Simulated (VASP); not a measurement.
# InAs (I-4m2) in VASP: notebook

Runs on InAs. Level: PBE. Tasks: single point.

All numbers are computed with VASP 6.6.1; they aren't measurements. Logs are shortened: lines on timing, memory, paths and dates and some standing lists are left out, and cuts for length are marked.

**1. The cell of the first run**

Symmetry: I-4m2, No. 119, tetragonal system. Conventional cell: a = 4.309 Å, b = 4.309 Å, c = 6.280 Å, α = 90.00°, β = 90.00°, γ = 90.00°. In (site symmetry -4m2) has 4 As at 2.67 Å within 3.5 Å. As (site symmetry -4m2) has 4 In at 2.67 Å within 3.5 Å.

**2. Single point, PBE (strain -0.015 along x and y, +0.015 along z)**

File INCAR:

```
SYSTEM = InAs
ALGO = Normal ; EDIFF = 1E-7
ENCUT = 520 ; GGA = PE
ISIF = 2 ; ISMEAR = 0
LASPH = .TRUE. ; LCHARG = .FALSE.
LREAL = .FALSE. ; LWAVE = .FALSE.
NBANDS = 16 ; NELM = 60
PREC = Accurate ; SIGMA = 0.15
```

File KPOINTS:

```
k-points
0
G
  16 16 16
  0 0 0
```

File POSCAR:

```
InAs
1.0
    0.0000000000      3.0469789630      3.1397803528
    3.0469789630      0.0000000000      3.1397803528
    3.0469789630      3.0469789630      0.0000000000
In As
1 1
Direct
    0.0000000000      0.0000000000      0.0000000000
    0.7500000000      0.7500000000      0.7500000000
```

Potentials or basis: VASP PAW PBE potentials, release 64 (In_d, As).

Command:

```sh
$ cat potpaw_PBE.64/In_d/POTCAR potpaw_PBE.64/As/POTCAR > POTCAR
$ mpirun -np 1 vasp_std > vasp.out
```

OUTCAR:

```text
SYSTEM = InAs
   EDIFF = 1E-7
   ENCUT = 520
   GGA = PE
   ISIF = 2
   ISMEAR = 0
   LASPH = .TRUE.
   LREAL = .FALSE.
   NELM = 60
   PREC = Accurate

 ion  position               nearest neighbor table
   1  0.000  0.000  0.000-   2 2.67   2 2.67   2 2.67   2 2.67
   2  0.750  0.750  0.750-   1 2.67   1 2.67   1 2.67   1 2.67

  LATTYP: Found a body centered tetragonal cell.
 ALAT       =     4.3090789737
 C/A-ratio  =     1.4572860567

  Lattice vectors:

 A1 = (  -3.0469789630,   0.0000000000,   3.1397803528)
 A2 = (   3.0469789630,   0.0000000000,   3.1397803528)
 A3 = (   0.0000000000,   3.0469789630,  -3.1397803528)

Analysis of symmetry for initial positions (statically):
=====================================================================
 Subroutine PRICEL returns:
 Original cell was already a primitive cell.

 Routine SETGRP: Setting up the symmetry group for a
 body centered tetragonal supercell.

 Subroutine GETGRP returns: Found  8 space group operations
 (whereof  8 operations were pure point group operations)
 out of a pool of 16 trial point group operations.

The static configuration has the point symmetry D_2d.

Analysis of symmetry for dynamics (positions and initial velocities):
=====================================================================
 Subroutine PRICEL returns:
 Original cell was already a primitive cell.

 Routine SETGRP: Setting up the symmetry group for a
 body centered tetragonal supercell.

 Subroutine GETGRP returns: Found  8 space group operations
 (whereof  8 operations were pure point group operations)
 out of a pool of 16 trial point group operations.

The dynamic configuration has the point symmetry D_2d.

 Subroutine INISYM returns: Found  8 space group operations
 (whereof  8 operations are pure point group operations),
 and found     1 'primitive' translations

----------------------------------------------------------------------------------------

                                     Primitive cell

  volume of cell :      58.2999

  direct lattice vectors                    reciprocal lattice vectors
     0.000000000  3.046978963  3.139780353    -0.164096965  0.164096965  0.159246808
     3.046978963  0.000000000  3.139780353     0.164096965 -0.164096965  0.159246808
     3.046978963  3.046978963  0.000000000     0.164096965  0.164096965 -0.159246808

  length of vectors
     4.375191592  4.375191592  4.309078974     0.281451903  0.281451903  0.281451903

[... 75 lines left out ...]
   LNONCOLLINEAR =      F non collinear calculations
   LSORBIT =      F    spin-orbit coupling
   LASPH  =      T    aspherical Exc in radial PAW
   ENCUT  =  520.0 eV  38.22 Ry    6.18 a.u.   8.13  8.13  8.01*2*pi/ulx,y,z
   NELM   =     60;   NELMIN=  2; NELMDL= -5     # of ELM steps
   EDIFF  = 0.1E-06   stopping-criterion for ELM
   LREAL  =      F    real-space projection
   EDIFFG = 0.1E-05   stopping-criterion for IOM
   NSW    =      0    number of steps for IOM
   IBRION =     -1    ionic relax: 0-MD 1-quasi-New 2-CG
   NFREE  =      0    steps in history (QN), initial steepest desc. (CG)
   ISIF   =      2    stress and relaxation
   ISYM   =      2    0-nonsym 1-usesym 2-fastsym
   POTIM  = 0.5000    time-step for ionic-motion
   TEBEG  =    0.0;   TEEND  =   0.0 temperature during run
   PSTRESS=    0.0 pullay stress
   NELECT =      18.0000    total number of electrons
   NUPDOWN=      -1.0000    fix difference up-down
   EMIN   =  10.00;   EMAX   =-10.00  energy-range for DOS
   EFERMI =   0.00;   METHOD = LEGACY
   ISMEAR =     0;   SIGMA  =   0.15  broadening in eV -4-tet -1-fermi 0-gaus
   EFERMI_NEDOS =   21; number of points for ismear=-14 and -15
   IALGO  =     38    algorithm
   IMIX   =      4    mixing-type and parameters
     AMIX     =   0.40;   BMIX     =  1.00
     AMIX_MAG =   1.60;   BMIX_MAG =  1.00
  volume/ion in A,a.u.               =      29.15       196.71
  Fermi-wavevector in a.u.,A,eV,Ry     =   1.106478  2.090941 16.657537  1.224294
  Thomas-Fermi vector in A             =   2.242980
   LORBIT       =      0    0 simple, 1 ext, 2 COOP (PROOUT), +10 PAW based schemes
   GGA     = PE    functional components
   LHFCALC =     F    Hartree Fock is set to
   AEXX    =    0.0000 exact exchange contribution
   IVDW    =     0    specifies the selected vdW correction
   LEPSILON=     F    determine dielectric tensor
   LRPA    =     F    only Hartree local field effects (RPA)
 non-spin polarized calculation
 Gauss-broadening in eV      SIGMA  =   0.15
  energy-cutoff  :      520.00
  volume of cell :       58.30
 maximum number of plane-waves:      1596
 NGX is ok and might be reduce to    36
   NGX = 17   NGY = 17   NGZ = 17

 number of electron      18.0000001 magnetization

 Free energy of the ion-electron system (eV)
  ---------------------------------------------------
  ext. energy  EPLUGINS =         0.00000000
  ---------------------------------------------------
  free energy    TOTEN  =        -7.71372996 eV

  energy without entropy =       -7.71361314  energy(sigma->0) =       -7.71367155

 E-fermi :   4.1632     XC(G=0):  -8.8627

 val. band max:        4.0322610041   @ k =   0.0000   0.0000   0.0000
 cond. band min:       4.4747096616   @ k =   0.0625  -0.0000   0.0000
 fundamental gap:      0.4424486576
 Fermi energy:         4.1632475623

 k-point     1 :       0.0000    0.0000    0.0000
  band No.  band energies     occupation
      1     -10.3149      2.00000
      2     -10.3042      2.00000
      3     -10.3042      2.00000
      4     -10.2057      2.00000
      5     -10.2004      2.00000
      6      -7.5446      2.00000
[... 433 lines left out ...]
      3     -10.3016      2.00000
      4     -10.2067      2.00000
      5     -10.1996      2.00000
      6      -7.4448      2.00000
[... 8 lines left out ...]
     15      12.7913      0.00000
     16      13.0187      0.00000

 [... further k-points ...]
[... 5 lines left out ...]
  --------------------------------------------------------------------------------------
  -------------------------------------------------------------------------------------
  Total        0.4181332      0.4181332      0.0346264      0.0000000      0.0000000      0.0000000
  in kB       11.4909796     11.4909796      0.9515884      0.0000000      0.0000000      0.0000000
  external PRESSURE =       7.9778492 kB  Pullay stress =       0.0000000 kB

 VOLUME and BASIS-vectors are now :
 -----------------------------------------------------------------------------
  energy-cutoff  :      520.00
  volume of cell :       58.30
      direct lattice vectors                 reciprocal lattice vectors
     0.000000000  3.046978963  3.139780353    -0.164096965  0.164096965  0.159246808
     3.046978963  0.000000000  3.139780353     0.164096965 -0.164096965  0.159246808
     3.046978963  3.046978963  0.000000000     0.164096965  0.164096965 -0.159246808

 POSITION                                       TOTAL-FORCE (eV/Angst)
 -----------------------------------------------------------------------------------
      0.00000      0.00000      0.00000         0.000000      0.000000      0.000000
      4.57047      4.57047      4.70967        -0.000000     -0.000000      0.000000
 -----------------------------------------------------------------------------------
    total drift:                               -0.000001     -0.000001      0.000004

  FREE ENERGIE OF THE ION-ELECTRON SYSTEM (eV)
  ---------------------------------------------------
  free  energy   TOTEN  =        -7.7137299567 eV

  energy  without entropy=       -7.7136131424  energy(sigma->0) =       -7.71367155
```

OSZICAR:

```text
N       E                     dE             d eps       ncg     rms          rms(c)
DAV:   1     0.112534452060E+03    0.11253E+03   -0.82657E+03 11208   0.119E+03
DAV:   2    -0.250435296169E+00   -0.11278E+03   -0.10827E+03 12272   0.293E+02
DAV:   3    -0.777033060761E+01   -0.75199E+01   -0.74853E+01 14552   0.744E+01
DAV:   4    -0.796412334585E+01   -0.19379E+00   -0.19375E+00 13952   0.134E+01
DAV:   5    -0.797317364229E+01   -0.90503E-02   -0.90501E-02 16768   0.242E+00    0.416E+00
DAV:   6    -0.773232267198E+01    0.24085E+00   -0.37202E-01 17720   0.972E+00    0.231E+00
DAV:   7    -0.771163990443E+01    0.20683E-01   -0.10535E-01 15064   0.271E+00    0.709E-01
DAV:   8    -0.771290003356E+01   -0.12601E-02   -0.12059E-02 14224   0.122E+00    0.166E-01
DAV:   9    -0.771352309604E+01   -0.62306E-03   -0.94993E-04 14168   0.273E-01    0.102E-01
DAV:  10    -0.771368030070E+01   -0.15720E-03   -0.17563E-04 14992   0.171E-01    0.557E-02
DAV:  11    -0.771372873015E+01   -0.48429E-04   -0.11366E-04 13576   0.108E-01    0.374E-02
DAV:  12    -0.771372946838E+01   -0.73823E-06   -0.57525E-06 13456   0.239E-02    0.801E-03
DAV:  13    -0.771372987347E+01   -0.40509E-06   -0.17551E-06 13976   0.737E-03    0.329E-03
DAV:  14    -0.771372995666E+01   -0.83194E-07   -0.10725E-07 13288   0.277E-03
   1 F= -.77137300E+01 E0= -.77136715E+01  d E =-.116814E-03
```

Wall time 1.9 min (1 thread of Intel Xeon 6975P-C (Granite Rapids), shared host); peak memory 0.46 GiB.

Results:

```
Free energy            : -7.7137 eV
Pressure               : 0.8 GPa
Band gap on the k mesh : zero (filled and empty bands touch)
```

Stress tensor (GPa, compression positive):
```
1.15 0.00 0.00
0.00 1.15 0.00
0.00 0.00 0.10
```

Caveat: the cell differs from its parent crystal (strain -0.015 along x and y, +0.015 along z); semilocal functionals underestimate gaps, so a narrow gap can read as zero; spin-orbit coupling is left out, which moves the levels of the heavy elements.

**3. Single point, PBE (strain -0.015 along x and y, +0.030 along z)**

File INCAR:

```
PREC = Accurate ; ENCUT = 520
EDIFF = 1E-6 ; ISMEAR = 0
SIGMA = 0.15 ; LREAL = F
LASPH = T ; NELM = 80
ALGO = Normal ; ISIF = 2
LWAVE = F ; LCHARG = F
GGA = PE ; NBANDS = 16
```

File KPOINTS:

```
Automatic mesh
0
Gamma
  16 16 16
```

File POSCAR:

```
InAs
1.0
    0.0000000000      3.0469789630      3.1861810476
    3.0469789630      0.0000000000      3.1861810476
    3.0469789630      3.0469789630      0.0000000000
In As
1 1
Direct
    0.0000000000      0.0000000000      0.0000000000
    0.7500000000      0.7500000000      0.7500000000
```

Potentials or basis: VASP PAW PBE potentials, release 64 (In_d, As).

Command:

```sh
$ cat potpaw_PBE.64/In_d/POTCAR potpaw_PBE.64/As/POTCAR > POTCAR
$ mpirun -np 1 vasp_std > vasp.out
```

Wall time 99 s (1 thread of Intel Xeon 6975P-C (Granite Rapids), shared host); peak memory 0.46 GiB.

The run converged. Its results:

- Free energy: -7.7113 eV
- Pressure: 0.0 GPa
- Band gap on the k mesh: zero (filled and empty bands touch)

Stress tensor (GPa, compression positive):
```
 0.58  0.00  0.00
 0.00  0.58  0.00
 0.00  0.00 -1.05
```

Levels at points of the mesh, in eV from the Fermi level:
```csv
k point,band 6,band 7,band 8,band 9,band 10,band 11,band 12,band 13
"(0.00, 0.00, 0.00)",-11.64,-0.75,-0.35,-0.13,-0.13,3.65,3.65,3.75
"(0.50, 0.00, 0.00)",-10.37,-5.63,-1.23,-0.95,0.59,4.33,4.56,6.56
"(0.50, 0.50, 0.00)",-9.98,-5.91,-2.14,-2.14,1.59,2.09,8.31,8.59
"(0.50, 0.00, 0.50)",-9.87,-5.67,-2.38,-2.37,1.39,1.72,8.37,8.65
```

Caveat: the cell differs from its parent crystal (strain -0.015 along x and y, +0.030 along z); semilocal functionals underestimate gaps, so a narrow gap can read as zero; spin-orbit coupling is left out, which moves the levels of the heavy elements.
